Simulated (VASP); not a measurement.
# SnO in VASP: single point with PBE+D3(BJ)

Aim: the single point of SnO with PBE+D3(BJ).

Everything below comes from runs of VASP 6.6.1. Logs are shortened: lines on timing, memory, paths and dates and some standing lists are left out, and cuts for length are marked.

## 1. The cell of the first run

The cell holds a slab with vacuum, 8 atoms: a = 3.820 Å, b = 3.820 Å, c = 22.226 Å, α = 90.00°, β = 90.00°, γ = 90.00°.

## 2. Single point, PBE+D3(BJ)

INCAR reads:

```
PREC = Accurate
ENCUT = 520
EDIFF = 1E-6
ISMEAR = 0
SIGMA = 0.05
LREAL = F
LASPH = T
NELM = 60
ALGO = Normal
ISIF = 2
LWAVE = F
LCHARG = F
LDIPOL = T
IDIPOL = 3
DIPOL = 0.5 0.5 0.408
GGA = PE
IVDW = 12
NBANDS = 50
```

KPOINTS reads:

```
regular mesh
0
Gamma
  7 7 1
```

POSCAR reads:

```
SnO
1.0
    3.8201708766      0.0000000000      0.0000000000
    0.0000000000      3.8201708766      0.0000000000
    0.0000000000      0.0000000000     22.2260720666
Sn O
4 4
Direct
    0.5000000000      0.0000000000      0.2024649244
    0.0000000000      0.5000000000      0.3087831270
    0.0000000000      0.5000000000      0.5067488308
    0.5000000000      0.0000000000      0.6130670334
    0.0000000000      0.0000000000      0.2556240257
    0.5000000000      0.5000000000      0.2556240257
    0.5000000000      0.5000000000      0.5599079321
    0.0000000000      0.0000000000      0.5599079321
```

Potentials or basis: VASP PAW PBE potentials, release 64 (Sn_d, O).

Command:

```
$ cat potpaw_PBE.64/Sn_d/POTCAR potpaw_PBE.64/O/POTCAR > POTCAR
$ mpirun -np 1 vasp_std > vasp.out
```

OUTCAR:

```text
PREC = Accurate
   ENCUT = 520
   EDIFF = 1E-6
   ISMEAR = 0
   LREAL = F
   LASPH = T
   NELM = 60
   ISIF = 2
   GGA = PE
   IVDW = 12
 IVDW          = 12

 ion  position               nearest neighbor table
   1  0.500  0.000  0.202-   5 2.25   6 2.25   6 2.25   5 2.25   2 3.59   2 3.59   2 3.59   2 3.59

   2  0.000  0.500  0.309-   5 2.25   6 2.25   5 2.25   6 2.25   1 3.59   1 3.59   1 3.59   1 3.59

   3  0.000  0.500  0.507-   7 2.25   8 2.25   8 2.25   7 2.25   4 3.59   4 3.59   4 3.59   4 3.59

   4  0.500  0.000  0.613-   7 2.25   8 2.25   7 2.25   8 2.25   3 3.59   3 3.59   3 3.59   3 3.59

   5  0.000  0.000  0.256-   2 2.25   2 2.25   1 2.25   1 2.25
   6  0.500  0.500  0.256-   2 2.25   2 2.25   1 2.25   1 2.25
   7  0.500  0.500  0.560-   4 2.25   4 2.25   3 2.25   3 2.25
   8  0.000  0.000  0.560-   4 2.25   4 2.25   3 2.25   3 2.25

  LATTYP: Found a simple tetragonal cell.
 ALAT       =     3.8201708766
 C/A-ratio  =     5.8180832179

  Lattice vectors:

 A1 = (   3.8201708766,   0.0000000000,   0.0000000000)
 A2 = (   0.0000000000,   3.8201708766,   0.0000000000)
 A3 = (   0.0000000000,   0.0000000000,  22.2260720666)

Analysis of symmetry for initial positions (statically):
=====================================================================
 Subroutine PRICEL returns:
 Original cell was already a primitive cell.

 Routine SETGRP: Setting up the symmetry group for a
 simple tetragonal supercell.

 Subroutine GETGRP returns: Found 16 space group operations
 (whereof  4 operations were pure point group operations)
 out of a pool of 16 trial point group operations.

The static configuration has the point symmetry C_2v.
 The point group associated with its full space group is D_4h.

Analysis of symmetry for dynamics (positions and initial velocities):
=====================================================================
 Subroutine PRICEL returns:
 Original cell was already a primitive cell.

 Routine SETGRP: Setting up the symmetry group for a
 simple tetragonal supercell.

 Subroutine GETGRP returns: Found 16 space group operations
 (whereof  4 operations were pure point group operations)
 out of a pool of 16 trial point group operations.

The dynamic configuration has the point symmetry C_2v.
 The point group associated with its full space group is D_4h.

 Subroutine INISYM returns: Found 16 space group operations
 (whereof  4 operations are pure point group operations),
 and found     1 'primitive' translations

[... 103 lines left out ...]
   NUPDOWN=      -1.0000    fix difference up-down
   EMIN   =  10.00;   EMAX   =-10.00  energy-range for DOS
   EFERMI =   0.00;   METHOD = LEGACY
   ISMEAR =     0;   SIGMA  =   0.05  broadening in eV -4-tet -1-fermi 0-gaus
   EFERMI_NEDOS =   21; number of points for ismear=-14 and -15
   IALGO  =     38    algorithm
   IMIX   =      4    mixing-type and parameters
     AMIX     =   0.40;   BMIX     =  1.00
     AMIX_MAG =   1.60;   BMIX_MAG =  1.00
  volume/ion in A,a.u.               =      40.55       273.61
  Fermi-wavevector in a.u.,A,eV,Ry     =   1.026665  1.940115 14.341097  1.054041
  Thomas-Fermi vector in A             =   2.160570
   LORBIT       =      0    0 simple, 1 ext, 2 COOP (PROOUT), +10 PAW based schemes
   GGA     = PE    functional components
   LHFCALC =     F    Hartree Fock is set to
   AEXX    =    0.0000 exact exchange contribution
   IVDW    =    12    specifies the selected vdW correction
   LEPSILON=     F    determine dielectric tensor
   LRPA    =     F    only Hartree local field effects (RPA)
 non-spin polarized calculation
 Gauss-broadening in eV      SIGMA  =   0.05
  energy-cutoff  :      520.00
  volume of cell :      324.36
 maximum number of plane-waves:      8769
   NGX = 15   NGY = 15   NGZ = 83

 dipolmoment           0.000000      0.000000      0.000004 electrons x Angstroem

 number of electron      79.9999970 magnetization

 dipolmoment           0.000000      0.000000     -0.000000 electrons x Angstroem

 Free energy of the ion-electron system (eV)
  ---------------------------------------------------
  ext. energy  EPLUGINS =         0.00000000
  ---------------------------------------------------
  free energy    TOTEN  =       -45.13903903 eV

  energy without entropy =      -45.13903903  energy(sigma->0) =      -45.13903903

 E-fermi :   0.0712     XC(G=0):  -5.3321

 val. band max:       -0.2233573971   @ k =   0.1429   0.1429   0.0000
 cond. band min:       2.3291190785   @ k =   0.4286   0.0000   0.0000
 fundamental gap:      2.5524764757
 Fermi energy:         0.0712497947

 k-point     1 :       0.0000    0.0000    0.0000
  band No.  band energies     occupation
      1     -21.0424      2.00000
      2     -21.0423      2.00000
      3     -20.6817      2.00000
      4     -20.6816      2.00000
      5     -20.6444      2.00000
      6     -20.6444      2.00000
[... 519 lines left out ...]
     49       5.9807      0.00000
     50       6.0067      0.00000

------------------------ aborting loop because EDIFF is reached ----------------------------------------

 vacuum level on the upper side and lower side of the slab       (xc-potential included)        -0.136        -0.136

 Edisp (eV)   -1.22111

 E8    (eV) :    -0.5395

  FORCE on cell =-STRESS in cart. coord.  units (eV):
  Direction    XX          YY          ZZ          XY          YZ          ZX
  --------------------------------------------------------------------------------------
  -------------------------------------------------------------------------------------
  Total       0.21503     0.21503     0.32578     0.00000     0.00000     0.00000
  in kB       1.06212     1.06212     1.60919     0.00000     0.00000     0.00000
  external pressure =        1.24 kB  Pullay stress =        0.00 kB

 VOLUME and BASIS-vectors are now :
 -----------------------------------------------------------------------------
  energy-cutoff  :      520.00
  volume of cell :      324.36
      direct lattice vectors                 reciprocal lattice vectors
     3.820170877  0.000000000  0.000000000     0.261768395  0.000000000  0.000000000
     0.000000000  3.820170877  0.000000000     0.000000000  0.261768395  0.000000000
     0.000000000  0.000000000 22.226072067     0.000000000  0.000000000  0.044992205

 POSITION                                       TOTAL-FORCE (eV/Angst)
 -----------------------------------------------------------------------------------
      1.91009      0.00000      4.50000         0.000000     -0.000000     -0.086467
      0.00000      1.91009      6.86304         0.000000     -0.000000      0.073053
      0.00000      1.91009     11.26304         0.000000      0.000000     -0.073053
      1.91009      0.00000     13.62607         0.000000      0.000000      0.086467
      0.00000      0.00000      5.68152         0.000000     -0.000000     -0.001103
      1.91009      1.91009      5.68152         0.000000      0.000000     -0.001103
      1.91009      1.91009     12.44455         0.000000     -0.000000      0.001103
      0.00000      0.00000     12.44455        -0.000000     -0.000000      0.001103
 -----------------------------------------------------------------------------------
    total drift:                                0.000000     -0.000000     -0.000001

  FREE ENERGIE OF THE ION-ELECTRON SYSTEM (eV)
  ---------------------------------------------------
  free  energy   TOTEN  =       -46.3601485195 eV

  energy  without entropy=      -46.3601485195  energy(sigma->0) =      -46.36014852

 vacuum level on the upper side and lower side of the slab         4.818         4.819
```

OSZICAR:

```text
N       E                     dE             d eps       ncg     rms          rms(c)
DAV:   1     0.933430068614E+03    0.93343E+03   -0.38152E+04  1080   0.181E+03
DAV:   2     0.133615110316E+03   -0.79981E+03   -0.77105E+03  1104   0.493E+02
DAV:   3    -0.396573543137E+02   -0.17327E+03   -0.16797E+03  1240   0.218E+02
DAV:   4    -0.528613072985E+02   -0.13204E+02   -0.13046E+02  1160   0.628E+01
[... 14 lines left out ...]
DAV:  19    -0.451390264262E+02   -0.32946E-04   -0.18643E-06   800   0.886E-03    0.888E-04
DAV:  20    -0.451390361126E+02   -0.96865E-05   -0.66361E-07   772   0.481E-03    0.167E-03
DAV:  21    -0.451390378266E+02   -0.17140E-05   -0.14000E-07   686   0.319E-03    0.771E-04
DAV:  22    -0.451390389392E+02   -0.11126E-05   -0.16604E-07   690   0.201E-03    0.241E-04
DAV:  23    -0.451390390320E+02   -0.92827E-07   -0.35388E-08   690   0.133E-03
   1 F= -.46360149E+02 E0= -.46360149E+02  d E =-.209229E-17
```

stdout:

```text
POSCAR found type information on POSCAR SnO
 POSCAR found :  2 types and       8 ions
 scaLAPACK will be used
 LDA part: xc-table for (Slater+PW92), standard interpolation
 POSCAR, INCAR and KPOINTS ok, starting setup
 FFT: planning ... GRIDC
 FFT: planning ... GRID_SOFT
 FFT: planning ... GRID
 WAVECAR not read
 entering main loop
```

Run time: 4.8 min. Hardware: 1 thread of Intel Xeon Platinum 8488C (Sapphire Rapids), shared host; peak memory 0.39 GiB.

What came out:

| Quantity | Value |
| --- | --- |
| Free energy | -46.3601 eV |
| Largest force | 0.086 eV/Å |
| Band gap on the k mesh | 2.55 eV (least direct gap 2.59 eV) |
| Dispersion energy per atom | -0.153 eV |

Forces in eV/Å, atoms in the order of the input:
```
Sn   0.000  0.000 -0.086
Sn   0.000  0.000  0.073
Sn   0.000  0.000 -0.073
Sn   0.000  0.000  0.086
O    0.000  0.000 -0.001
O    0.000  0.000 -0.001
O    0.000  0.000  0.001
O    0.000  0.000  0.001
```

Caveat: spin-orbit coupling is left out, which moves the levels of the heavy elements.
